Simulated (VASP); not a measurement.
# Ga (I4/mmm) in VASP: notebook, part 2 of 2

VASP 6.6.1. The steps go on from the part before.

**3. Single point, r2SCAN (strain -0.015 along x and y, +0.000 along z)**

POSCAR reads:

```
Ga
1.0
   -1.3829400000      1.3829400000      2.2290000000
    1.3829400000     -1.3829400000      2.2290000000
    1.3829400000      1.3829400000     -2.2290000000
Ga
1
Direct
    0.0000000000      0.0000000000      0.0000000000
```

INCAR.step1 reads:

```
  ALGO = Normal
  EDIFF = 1E-4
  ENCUT = 520
  GGA = PE
  ISMEAR = 0
  LASPH = True
  LCHARG = False
  LREAL = False
  LWAVE = True
  NBANDS = 12
  NELM = 100
  PREC = Accurate
  SIGMA = 0.15
```

INCAR.step2 reads:

```
  ALGO = Normal
  EDIFF = 1E-7
  ENCUT = 520
  ISIF = 2
  ISMEAR = 0
  ISTART = 1
  LASPH = True
  LCHARG = True
  LELF = True
  LMIXTAU = True
  LREAL = False
  LVHAR = True
  LWAVE = False
  METAGGA = R2SCAN
  NBANDS = 12
  NELM = 100
  PREC = Accurate
  SIGMA = 0.15
```

KPOINTS reads:

```
k-points
0
Gamma
  24 24 24
```

Potentials or basis: VASP PAW PBE potentials, release 64 (Ga_d).

Launch:

```bash
$ cat potpaw_PBE.64/Ga_d/POTCAR > POTCAR
$ cp INCAR.step1 INCAR
$ mpirun -np 1 vasp_std > vasp.out
$ cp INCAR.step2 INCAR
$ mpirun -np 1 vasp_std > vasp.out
```

OUTCAR:

```text
EDIFF = 1E-7
   ENCUT = 520
   ISIF = 2
   ISMEAR = 0
   ISTART = 1
   LASPH = True
   LREAL = False
   METAGGA = R2SCAN
   NELM = 100
   PREC = Accurate

 ion  position               nearest neighbor table
   1  0.000  0.000  0.000-

  LATTYP: Found a body centered tetragonal cell.
 ALAT       =     2.7658800000
 C/A-ratio  =     1.6117835915

  Lattice vectors:

 A1 = (  -1.3829400000,   1.3829400000,   2.2290000000)
 A2 = (   1.3829400000,  -1.3829400000,   2.2290000000)
 A3 = (   1.3829400000,   1.3829400000,  -2.2290000000)

Analysis of symmetry for initial positions (statically):
=====================================================================
 Subroutine PRICEL returns:
 Original cell was already a primitive cell.

 Routine SETGRP: Setting up the symmetry group for a
 body centered tetragonal supercell.

 Subroutine GETGRP returns: Found 16 space group operations
 (whereof 16 operations were pure point group operations)
 out of a pool of 16 trial point group operations.

The static configuration has the point symmetry D_4h.

Analysis of symmetry for dynamics (positions and initial velocities):
=====================================================================
 Subroutine PRICEL returns:
 Original cell was already a primitive cell.

 Routine SETGRP: Setting up the symmetry group for a
 body centered tetragonal supercell.

 Subroutine GETGRP returns: Found 16 space group operations
 (whereof 16 operations were pure point group operations)
 out of a pool of 16 trial point group operations.

The dynamic configuration has the point symmetry D_4h.

 Subroutine INISYM returns: Found 16 space group operations
 (whereof 16 operations are pure point group operations),
 and found     1 'primitive' translations
[... 115 lines left out ...]
  Fermi-wavevector in a.u.,A,eV,Ry     =   1.495537  2.826154 30.431193  2.236630
  Thomas-Fermi vector in A             =   2.607669
   LORBIT       =      0    0 simple, 1 ext, 2 COOP (PROOUT), +10 PAW based schemes
   METAGGA = R2SCAN    functional components
   LHFCALC =     F    Hartree Fock is set to
   AEXX    =    0.0000 exact exchange contribution
   IVDW    =     0    specifies the selected vdW correction
   LEPSILON=     F    determine dielectric tensor
   LRPA    =     F    only Hartree local field effects (RPA)
 non-spin polarized calculation
 Gauss-broadening in eV      SIGMA  =   0.15
  energy-cutoff  :      520.00
  volume of cell :       17.05
 maximum number of plane-waves:       473
 NGX is ok and might be reduce to    24
   NGX = 11   NGY = 11   NGZ = 11

 number of electron      13.0000005 magnetization

 Free energy of the ion-electron system (eV)
  ---------------------------------------------------
  ext. energy  EPLUGINS =         0.00000000
  ---------------------------------------------------
  free energy    TOTEN  =       -11.30409367 eV

  energy without entropy =      -11.30042638  energy(sigma->0) =      -11.30226003

 E-fermi :   6.4584     XC(G=0): -12.7737

 val. band max:        6.4579921930   @ k =  -0.4167   0.5000   0.0833
 cond. band min:       6.4640362155   @ k =  -0.4167   0.4167   0.3333
 fundamental gap:      0.0060440225
 Fermi energy:         6.4584387093

 k-point     1 :       0.0000    0.0000    0.0000
  band No.  band energies     occupation
      1      -9.2362      2.00000
      2      -9.0670      2.00000
      3      -9.0670      2.00000
      4      -9.0604      2.00000
      5      -8.8807      2.00000
      6      -6.0474      2.00000
      7      20.6188      0.00000
      8      20.6189      0.00000
      9      20.7054      0.00000
     10      23.8611      0.00000
     11      23.8939      0.00000
     12      24.7486      0.00000
[... 331 lines left out ...]
 k-point    24 :       0.4583    0.0417   -0.0000
  band No.  band energies     occupation
      1      -9.2510      2.00000
      2      -9.1890      2.00000
      3      -9.0500      2.00000
      4      -8.8580      2.00000
      5      -8.8098      2.00000
      6       0.6312      2.00000
      7       2.4929      2.00000
      8      15.5537      0.00000
      9      18.9336      0.00000
     10      20.1332      0.00000
     11      22.3944      0.00000
     12      25.0281      0.00000

 [... further k-points ...]

------------------------ aborting loop because EDIFF is reached ----------------------------------------

  FORCE on cell =-STRESS in cart. coord.  units (eV):
  Direction    XX          YY          ZZ          XY          YZ          ZX
  --------------------------------------------------------------------------------------
  -------------------------------------------------------------------------------------
  Total        0.3151791      0.3151791      0.3258948      0.0000000     -0.0000000      0.0000000
  in kB       29.6136012     29.6136012     30.6204283      0.0000000     -0.0000000      0.0000000
  external PRESSURE =      29.9492102 kB  Pullay stress =       0.0000000 kB

 VOLUME and BASIS-vectors are now :
 -----------------------------------------------------------------------------
  energy-cutoff  :      520.00
  volume of cell :       17.05
      direct lattice vectors                 reciprocal lattice vectors
    -1.382940000  1.382940000  2.229000000     0.000000000  0.361548585  0.224315837
     1.382940000 -1.382940000  2.229000000     0.361548585  0.000000000  0.224315837
     1.382940000  1.382940000 -2.229000000     0.361548585  0.361548585  0.000000000

 POSITION                                       TOTAL-FORCE (eV/Angst)
 -----------------------------------------------------------------------------------
      0.00000      0.00000      0.00000         0.000000     -0.000000      0.000000
 -----------------------------------------------------------------------------------
    total drift:                                0.000000      0.000000     -0.000000

  FREE ENERGIE OF THE ION-ELECTRON SYSTEM (eV)
  ---------------------------------------------------
  free  energy   TOTEN  =       -11.3040936736 eV

  energy  without entropy=      -11.3004263825  energy(sigma->0) =      -11.30226003
```

OSZICAR.step1:

```text
N       E                     dE             d eps       ncg     rms          rms(c)
DAV:   1     0.429333090836E+02    0.42933E+02   -0.66778E+03 27944   0.194E+03
DAV:   2    -0.868073584465E+00   -0.43801E+02   -0.42005E+02 26896   0.261E+02
DAV:   3    -0.287141361634E+01   -0.20033E+01   -0.19980E+01 29208   0.450E+01
DAV:   4    -0.288687643479E+01   -0.15463E-01   -0.15461E-01 29276   0.417E+00
DAV:   5    -0.288703767076E+01   -0.16124E-03   -0.16123E-03 30032   0.411E-01    0.965E-01
DAV:   6    -0.286110086702E+01    0.25937E-01   -0.40489E-02 31988   0.430E+00    0.483E-01
DAV:   7    -0.285499200499E+01    0.61089E-02   -0.76328E-03 36104   0.158E+00    0.128E-01
DAV:   8    -0.285429347731E+01    0.69853E-03   -0.72608E-04 29744   0.502E-01    0.925E-03
DAV:   9    -0.285429683087E+01   -0.33536E-05   -0.65377E-06 18556   0.411E-02
   1 F= -.28542968E+01 E0= -.28522626E+01  d E =-.406840E-02
```

Run time: 16 min. Hardware: 1 thread of Intel Xeon 8259CL, shared host; peak memory 0.32 GiB.

Results:

```yaml
Free_energy: -11.3041 eV
Pressure: 3.0 GPa
Band_gap_on_the_k_mesh: zero (an odd number of electrons rules out a gap without spin polarisation)
```

Caveat: the cell differs from its parent crystal (strain -0.015 along x and y, +0.000 along z); the PAW data sets were made with another functional, which shifts forces and pressure a little.

**4. Single point, r2SCAN (strain +0.000 along x and y, -0.015 along z)**

POSCAR reads:

```
Ga
1.0
   -1.4040000000      1.4040000000      2.1955650000
    1.4040000000     -1.4040000000      2.1955650000
    1.4040000000      1.4040000000     -2.1955650000
Ga
1
Direct
    0.0000000000      0.0000000000      0.0000000000
```

INCAR.step1 reads:

```
SYSTEM = Ga
PREC     = Accurate       ! precision mode
ENCUT    = 520            ! plane-wave cutoff, eV
ISMEAR   = 0              ! smearing method
SIGMA    = 0.15           ! smearing width, eV
LREAL    = .FALSE.        ! projectors in reciprocal space
LASPH    = .TRUE.         ! aspherical terms in the spheres
NELM     = 100            ! most SCF steps
NBANDS   = 12             ! bands
GGA      = PE             ! functional
ALGO     = Normal         ! electronic algorithm
EDIFF    = 1E-4           ! SCF threshold, eV
LWAVE    = .TRUE.         ! write WAVECAR
LCHARG   = .FALSE.        ! write CHGCAR
```

INCAR.step2 reads:

```
SYSTEM = Ga
PREC     = Accurate       ! precision mode
ENCUT    = 520            ! plane-wave cutoff, eV
EDIFF    = 1E-6           ! SCF threshold, eV
ISMEAR   = 0              ! smearing method
SIGMA    = 0.15           ! smearing width, eV
LREAL    = .FALSE.        ! projectors in reciprocal space
LASPH    = .TRUE.         ! aspherical terms in the spheres
NELM     = 100            ! most SCF steps
ALGO     = Normal         ! electronic algorithm
ISIF     = 2              ! what is computed and relaxed
LWAVE    = .FALSE.        ! write WAVECAR
LCHARG   = .FALSE.        ! write CHGCAR
METAGGA  = R2SCAN         ! meta-GGA
LMIXTAU  = .TRUE.       
NBANDS   = 12             ! bands
ISTART   = 1
```

KPOINTS reads:

```
regular mesh
0
G
  24 24 24
  0 0 0
```

Potentials or basis: VASP PAW PBE potentials, release 64 (Ga_d).

Launch:

```bash
$ cat potpaw_PBE.64/Ga_d/POTCAR > POTCAR
$ cp INCAR.step1 INCAR
$ mpirun -np 1 vasp_std > vasp.out
$ cp INCAR.step2 INCAR
$ mpirun -np 1 vasp_std > vasp.out
```

OUTCAR:

```text
SYSTEM = Ga
   PREC = Accurate
   ENCUT = 520
   EDIFF = 1E-6
   ISMEAR = 0
   LREAL = .FALSE.
   LASPH = .TRUE.
   NELM = 100
   ISIF = 2
   METAGGA = R2SCAN
   ISTART = 1

 ion  position               nearest neighbor table
   1  0.000  0.000  0.000-

  LATTYP: Found a body centered tetragonal cell.
 ALAT       =     2.8080000000
 C/A-ratio  =     1.5637927350

  Lattice vectors:

 A1 = (  -1.4040000000,   1.4040000000,   2.1955650000)
 A2 = (   1.4040000000,  -1.4040000000,   2.1955650000)
[... 540 lines left out ...]
     12      24.2891      0.00000

 [... further k-points ...]

------------------------ aborting loop because EDIFF is reached ----------------------------------------

  FORCE on cell =-STRESS in cart. coord.  units (eV):
  Direction    XX          YY          ZZ          XY          YZ          ZX
  --------------------------------------------------------------------------------------
  -------------------------------------------------------------------------------------
  Total        0.1996788      0.1996788      0.2154140      0.0000000      0.0000000      0.0000000
  in kB       18.4799994     18.4799994     19.9362702      0.0000000      0.0000000      0.0000000
  external PRESSURE =      18.9654230 kB  Pullay stress =       0.0000000 kB

 VOLUME and BASIS-vectors are now :
 -----------------------------------------------------------------------------
  energy-cutoff  :      520.00
  volume of cell :       17.31
      direct lattice vectors                 reciprocal lattice vectors
    -1.404000000  1.404000000  2.195565000     0.000000000  0.356125356  0.227731814
     1.404000000 -1.404000000  2.195565000     0.356125356  0.000000000  0.227731814
     1.404000000  1.404000000 -2.195565000     0.356125356  0.356125356  0.000000000

 POSITION                                       TOTAL-FORCE (eV/Angst)
 -----------------------------------------------------------------------------------
      0.00000      0.00000      0.00000        -0.000000      0.000000     -0.000000
 -----------------------------------------------------------------------------------
    total drift:                                0.000000      0.000000     -0.000000

  FREE ENERGIE OF THE ION-ELECTRON SYSTEM (eV)
  ---------------------------------------------------
  free  energy   TOTEN  =       -11.3071959343 eV

  energy  without entropy=      -11.3029588797  energy(sigma->0) =      -11.30507741
```

It took 15 min on 1 thread of Intel Xeon 8259CL, shared host; peak memory 0.33 GiB.

What came out:

```yaml
Free_energy: -11.3072 eV
Pressure: 1.9 GPa
Band_gap_on_the_k_mesh: zero (an odd number of electrons rules out a gap without spin polarisation)
```

Caveat: the cell differs from its parent crystal (strain +0.000 along x and y, -0.015 along z); the PAW data sets were made with another functional, which shifts forces and pressure a little.

**5. Summary**

| cell | gap on the mesh (eV) | pressure (GPa) |
| --- | --- | --- |
| a = 2.946 Å, angles 124.9, 124.9, 81.7°, 1 atom | none | 5.5 |
| a = 2.965 Å, angles 124.4, 124.4, 82.5°, 1 atom | none | 3.0 |
| a = 2.960 Å, angles 123.4, 123.4, 84.2°, 1 atom | none | 1.9 |

Alike in all rows: task single point; level r2SCAN; potentials or basis VASP PAW PBE potentials, release 64 (Ga_d); no spin polarisation; k mesh 24 × 24 × 24; cutoff (eV) 520; smearing gaussian 0.15 eV.

Caveats: the PAW data sets were made with another functional, which shifts forces and pressure a little; the cell stands under pressure (at least some runs).

Total energies depend on the potentials used, so only differences within one code and one set of settings carry meaning.

The gap in the log of VASP goes by the Fermi energy; the results here count the filled bands.